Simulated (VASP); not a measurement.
# TaN (P6_3/mmc) in VASP: a series of runs, part 3 of 4

VASP 6.6.1. Earlier steps stand in the parts before.

## (5) Single point, PBE (strain -0.080 along x and y, +0.040 along z)

INCAR

```
SYSTEM = TaN
PREC = Accurate
ENCUT = 520
EDIFF = 1E-7
ISMEAR = 0
SIGMA = 0.15
LREAL = .False.
LASPH = .True.
NELM = 80
ALGO = Normal
ISIF = 2
LWAVE = .False.
LCHARG = .False.
GGA = PE
NBANDS = 24
```

KPOINTS

```
Automatic mesh
0
Gamma
  18 18 10
  0 0 0
```

POSCAR

```
TaN
1.0
    2.8041618203      0.0000000000      0.0000000000
   -1.4020809101      2.4284753727      0.0000000000
    0.0000000000      0.0000000000      5.1147200000
Ta N
2 2
Direct
    0.0000000000      0.0000000000      0.0000000000
    0.0000000000      0.0000000000      0.5000000000
    0.3333333333      0.6666666667      0.2500000000
    0.6666666667      0.3333333333      0.7500000000
```

Potentials or basis: VASP PAW PBE potentials, release 64 (Ta_pv, N).

Command:

```bash
$ cat potpaw_PBE.64/Ta_pv/POTCAR potpaw_PBE.64/N/POTCAR > POTCAR
$ mpirun -np 1 vasp_std > vasp.out
```

OUTCAR:

```text
SYSTEM = TaN
   PREC = Accurate
   ENCUT = 520
   EDIFF = 1E-7
   ISMEAR = 0
   LREAL = .False.
   LASPH = .True.
   NELM = 80
   ISIF = 2
   GGA = PE

 ion  position               nearest neighbor table
   1  0.000  0.000  0.000-   3 2.06   4 2.06   3 2.06   4 2.06   4 2.06   3 2.06   2 2.56   2 2.56

   2  0.000  0.000  0.500-   3 2.06   4 2.06   3 2.06   4 2.06   4 2.06   3 2.06   1 2.56   1 2.56

   3  0.333  0.667  0.250-   1 2.06   2 2.06   1 2.06   2 2.06   1 2.06   2 2.06
   4  0.667  0.333  0.750-   1 2.06   2 2.06   1 2.06   2 2.06   1 2.06   2 2.06

  LATTYP: Found a hexagonal cell.
 ALAT       =     2.8041618203
 C/A-ratio  =     1.8239746234

  Lattice vectors:

 A1 = (   2.8041618203,   0.0000000000,   0.0000000000)
 A2 = (  -1.4020809101,   2.4284753727,   0.0000000000)
 A3 = (   0.0000000000,   0.0000000000,   5.1147200000)

Analysis of symmetry for initial positions (statically):
=====================================================================
 Subroutine PRICEL returns:
 Original cell was already a primitive cell.

 Routine SETGRP: Setting up the symmetry group for a
 hexagonal supercell.

 Subroutine GETGRP returns: Found 24 space group operations
 (whereof 12 operations were pure point group operations)
 out of a pool of 24 trial point group operations.

The static configuration has the point symmetry D_3d.
 The point group associated with its full space group is D_6h.

Analysis of symmetry for dynamics (positions and initial velocities):
=====================================================================
 Subroutine PRICEL returns:
 Original cell was already a primitive cell.

 Routine SETGRP: Setting up the symmetry group for a
 hexagonal supercell.

 Subroutine GETGRP returns: Found 24 space group operations
 (whereof 12 operations were pure point group operations)
 out of a pool of 24 trial point group operations.

The dynamic configuration has the point symmetry D_3d.
 The point group associated with its full space group is D_6h.

 Subroutine INISYM returns: Found 24 space group operations
 (whereof 12 operations are pure point group operations),
 and found     1 'primitive' translations

----------------------------------------------------------------------------------------

                                     Primitive cell

  volume of cell :      34.8304

  direct lattice vectors                    reciprocal lattice vectors
     2.804161820  0.000000000  0.000000000     0.356612801  0.205890496  0.000000000
    -1.402080910  2.428475373  0.000000000     0.000000000  0.411780993  0.000000000
     0.000000000  0.000000000  5.114720000     0.000000000  0.000000000  0.195514124

  length of vectors
     2.804161820  2.804161820  5.114720000     0.411780993  0.411780993  0.195514124

  position of ions in fractional coordinates (direct lattice)
     0.000000000  0.000000000  0.000000000
     0.000000000  0.000000000  0.500000000
     0.333333333  0.666666667  0.250000000
     0.666666667  0.333333333  0.750000000

  ion indices of the primitive-cell ions
   primitive index   ion index
                 1           1
                 2           2
                 3           3
                 4           4

----------------------------------------------------------------------------------------

 KPOINTS: Automatic mesh

Automatic generation of k-mesh.
 Grid dimensions read from file:
 generate k-points for:   18   18   10

 Generating k-lattice:

  Cartesian coordinates                     Fractional coordinates (reciprocal lattice)
     0.019811822  0.011438361  0.000000000     0.055555556  0.000000000  0.000000000
     0.000000000  0.022876722  0.000000000     0.000000000  0.055555556  0.000000000
     0.000000000  0.000000000  0.019551412     0.000000000  0.000000000  0.100000000

  Length of vectors
     0.022876722  0.022876722  0.019551412

  Shift w.r.t. Gamma in fractional coordinates (k-lattice)
     0.000000000  0.000000000  0.000000000

 Subroutine IBZKPT returns following result:
 ===========================================

 Found    222 irreducible k-points:

 Following reciprocal coordinates:
            Coordinates               Weight
  0.000000  0.000000  0.000000      1.000000
  0.055556 -0.000000  0.000000      6.000000
  0.111111 -0.000000  0.000000      6.000000
  0.166667 -0.000000  0.000000      6.000000
  0.222222 -0.000000  0.000000      6.000000
  0.277778 -0.000000  0.000000      6.000000
[... 16 lines left out ...]
  0.333333  0.111111  0.000000     12.000000
  0.388889  0.111111  0.000000     12.000000
 [... further k-points ...]
   k-points           NKPTS =    222   k-points in BZ     NKDIM =    222   number of bands    NBANDS=     24
   number of dos      NEDOS =    301   number of ions     NIONS =      4
   total plane-waves  NPLWV =  23040
   dimension x,y,z NGX =    24 NGY =   24 NGZ =   40
   dimension x,y,z NGXF=    48 NGYF=   48 NGZF=   80
   ions per type =               2   2
   NGX,Y,Z   is equivalent  to a cutoff of  14.23, 14.23, 13.00 a.u.
   NGXF,Y,Z  is equivalent  to a cutoff of  28.46, 28.46, 26.00 a.u.
 SYSTEM =  TaN
   PREC   = accura    normal or accurate (medium, high low for compatibility)
   ISTART =      0    job   : 0-new  1-cont  2-samecut
   ICHARG =      2    charge: 1-file 2-atom 10-const
   ISPIN  =      1    spin polarized calculation?
   LNONCOLLINEAR =      F non collinear calculations
   LSORBIT =      F    spin-orbit coupling
   LASPH  =      T    aspherical Exc in radial PAW
   ENCUT  =  520.0 eV  38.22 Ry    6.18 a.u.   5.21  5.21  9.51*2*pi/ulx,y,z
   NELM   =     80;   NELMIN=  2; NELMDL= -5     # of ELM steps
   EDIFF  = 0.1E-06   stopping-criterion for ELM
   LREAL  =      F    real-space projection
   EDIFFG = 0.1E-05   stopping-criterion for IOM
   NSW    =      0    number of steps for IOM
   IBRION =     -1    ionic relax: 0-MD 1-quasi-New 2-CG
   NFREE  =      0    steps in history (QN), initial steepest desc. (CG)
   ISIF   =      2    stress and relaxation
   ISYM   =      2    0-nonsym 1-usesym 2-fastsym
   POTIM  = 0.5000    time-step for ionic-motion
   TEBEG  =    0.0;   TEEND  =   0.0 temperature during run
   PSTRESS=    0.0 pullay stress
   NELECT =      32.0000    total number of electrons
   NUPDOWN=      -1.0000    fix difference up-down
   EMIN   =  10.00;   EMAX   =-10.00  energy-range for DOS
   EFERMI =   0.00;   METHOD = LEGACY
   ISMEAR =     0;   SIGMA  =   0.15  broadening in eV -4-tet -1-fermi 0-gaus
   EFERMI_NEDOS =   21; number of points for ismear=-14 and -15
   IALGO  =     38    algorithm
   IMIX   =      4    mixing-type and parameters
     AMIX     =   0.40;   BMIX     =  1.00
     AMIX_MAG =   1.60;   BMIX_MAG =  1.00
  volume/ion in A,a.u.               =       8.71        58.76
  Fermi-wavevector in a.u.,A,eV,Ry     =   1.591495  3.007489 34.461602  2.532856
  Thomas-Fermi vector in A             =   2.690026
   LORBIT       =      0    0 simple, 1 ext, 2 COOP (PROOUT), +10 PAW based schemes
   GGA     = PE    functional components
   LHFCALC =     F    Hartree Fock is set to
   AEXX    =    0.0000 exact exchange contribution
   IVDW    =     0    specifies the selected vdW correction
   LEPSILON=     F    determine dielectric tensor
   LRPA    =     F    only Hartree local field effects (RPA)
 non-spin polarized calculation
 Gauss-broadening in eV      SIGMA  =   0.15
  energy-cutoff  :      520.00
  volume of cell :       34.83
 maximum number of plane-waves:       956
 NGX is ok and might be reduce to    24
   NGX = 11   NGY = 11   NGZ = 19

 number of electron      32.0000004 magnetization

 Free energy of the ion-electron system (eV)
  ---------------------------------------------------
  ext. energy  EPLUGINS =         0.00000000
  ---------------------------------------------------
  free energy    TOTEN  =       -40.31891075 eV

  energy without entropy =      -40.30030020  energy(sigma->0) =      -40.30960547

 E-fermi :  10.9129     XC(G=0): -14.5329

 val. band max:       10.9101967262   @ k =   0.2222   0.2222   0.0000
 cond. band min:      10.9139973317   @ k =   0.1667  -0.0000   0.0000
 fundamental gap:      0.0038006054
 Fermi energy:        10.9129145367

 k-point     1 :       0.0000    0.0000    0.0000
  band No.  band energies     occupation
      1     -25.6697      2.00000
      2     -23.3869      2.00000
      3     -23.3869      2.00000
      4     -23.1113      2.00000
      5     -23.1113      2.00000
      6     -23.0839      2.00000
[... 637 lines left out ...]
     23      19.3325      0.00000
     24      21.1939      0.00000

 [... further k-points ...]
[... 5 lines left out ...]
  --------------------------------------------------------------------------------------
  -------------------------------------------------------------------------------------
  Total       21.9381265     21.9381265     42.5444221      0.0000000      0.0000000      0.0000000
  in kB     1009.1401361   1009.1401361   1957.0168818      0.0000000      0.0000000      0.0000000
  external PRESSURE =    1325.0990513 kB  Pullay stress =       0.0000000 kB

 VOLUME and BASIS-vectors are now :
 -----------------------------------------------------------------------------
  energy-cutoff  :      520.00
  volume of cell :       34.83
      direct lattice vectors                 reciprocal lattice vectors
     2.804161820  0.000000000  0.000000000     0.356612801  0.205890496  0.000000000
    -1.402080910  2.428475373  0.000000000     0.000000000  0.411780993  0.000000000
     0.000000000  0.000000000  5.114720000     0.000000000  0.000000000  0.195514124

 POSITION                                       TOTAL-FORCE (eV/Angst)
 -----------------------------------------------------------------------------------
      0.00000      0.00000      0.00000         0.000000      0.000000      0.000000
      0.00000      0.00000      2.55736         0.000000      0.000000      0.000000
     -0.00000      1.61898      1.27868         0.000000      0.000000     -0.000000
      1.40208      0.80949      3.83604        -0.000000     -0.000000     -0.000000
 -----------------------------------------------------------------------------------
    total drift:                               -0.000000      0.000000      0.000000

  FREE ENERGIE OF THE ION-ELECTRON SYSTEM (eV)
  ---------------------------------------------------
  free  energy   TOTEN  =       -40.3189107464 eV

  energy  without entropy=      -40.3003002024  energy(sigma->0) =      -40.30960547
```

OSZICAR:

```text
N       E                     dE             d eps       ncg     rms          rms(c)
DAV:   1     0.278573842080E+03    0.27857E+03   -0.17397E+04 10656   0.145E+03
DAV:   2    -0.323033954600E+02   -0.31088E+03   -0.29622E+03 12752   0.429E+02
DAV:   3    -0.456968906685E+02   -0.13393E+02   -0.13214E+02 13312   0.874E+01
DAV:   4    -0.458267332347E+02   -0.12984E+00   -0.12963E+00 12096   0.890E+00
DAV:   5    -0.458281887402E+02   -0.14555E-02   -0.14552E-02 13480   0.782E-01    0.517E+01
DAV:   6    -0.404363836196E+02    0.53918E+01   -0.16827E+01 12856   0.324E+01    0.233E+01
DAV:   7    -0.403571214261E+02    0.79262E-01   -0.91698E-01 11520   0.733E+00    0.126E+01
DAV:   8    -0.403229300582E+02    0.34191E-01   -0.55595E-02 13728   0.177E+00    0.176E+00
DAV:   9    -0.403188539742E+02    0.40761E-02   -0.10038E-02 12712   0.660E-01    0.181E-01
DAV:  10    -0.403189439725E+02   -0.89998E-04   -0.60992E-04 12496   0.230E-01    0.547E-02
DAV:  11    -0.403189123258E+02    0.31647E-04   -0.68800E-05 13192   0.701E-02    0.170E-02
DAV:  12    -0.403189116659E+02    0.65991E-06   -0.46241E-06 12464   0.182E-02    0.511E-03
DAV:  13    -0.403189108608E+02    0.80507E-06   -0.17713E-07 10664   0.304E-03    0.317E-03
DAV:  14    -0.403189107589E+02    0.10195E-06   -0.12587E-08  6448   0.945E-04    0.128E-03
DAV:  15    -0.403189107464E+02    0.12516E-07   -0.12623E-08  6184   0.796E-04
   1 F= -.40318911E+02 E0= -.40309605E+02  d E =-.186105E-01
```

Run time: 80 s. Hardware: 1 thread of Intel Xeon 6975P-C (Granite Rapids), shared host; peak memory 0.28 GiB.

Results:

* Free energy: -40.3189 eV
* Pressure: 132.5 GPa
* Band gap on the k mesh: zero (bands 16 and 17 overlap by 1.59 eV)

Caveat: the cell differs from its parent crystal (strain -0.080 along x and y, +0.040 along z); the cell stands under pressure; spin-orbit coupling is left out, which moves the levels of the heavy elements.

(Part 3 of 4 ends here.)
